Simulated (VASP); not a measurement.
Write the native input for VASP 6.6.1 that does the following.

```yaml
Task: single point
Functional: LDA
Potentials_or_basis: VASP PAW LDA potentials, release 64 (B, P)
Cutoff: 520 eV
k_mesh: 15 × 15 × 15
Occupations: fermi-dirac, width 0.05 eV
Spin: no spin polarisation
Dipole_correction: no
Further_INCAR_settings: ALGO = Normal; EDIFF = 1e-06; NBANDS = 11
```

The structure of BP lies in POSCAR:

```
BP
1.0
    0.0000000000      2.2690000000      2.3370700000
    2.2690000000      0.0000000000      2.3370700000
    2.2690000000      2.2690000000      0.0000000000
B P
1 1
Direct
    0.0000000000      0.0000000000      0.0000000000
    0.7500000000      0.7500000000      0.7500000000
```

This cell differs from its parent crystal: zz strain of +3 %.

The input as run:

INCAR

```
SYSTEM = BP
PREC = Accurate ; ENCUT = 520
EDIFF = 1E-6 ; ISMEAR = -1
SIGMA = 0.05 ; LREAL = .False.
LASPH = .True. ; NELM = 100
ALGO = Normal ; ISIF = 2
LWAVE = .False. ; LCHARG = .False.
GGA = CA ; NBANDS = 11
```

KPOINTS

```
Automatic mesh
0
Gamma
  15 15 15
  0 0 0
```

Potentials or basis: VASP PAW LDA potentials, release 64 (B, P).

The run is started by

```bash
$ cat potpaw_LDA.64/B/POTCAR potpaw_LDA.64/P/POTCAR > POTCAR
$ mpirun -np 1 vasp_std > vasp.out
```

It gave:

| Quantity | Value |
| --- | --- |
| Pressure | -9.7 GPa |
| Band gap on the k mesh | 1.00 eV, indirect (least direct gap 3.19 eV) |

Caveat: the cell differs from its parent crystal (zz strain of +3 %).

Wall time 17 s on 1 thread of Intel(R) Xeon(R) 6975P-C (Granite Rapids), on a shared host, peak memory 0.17 GiB.
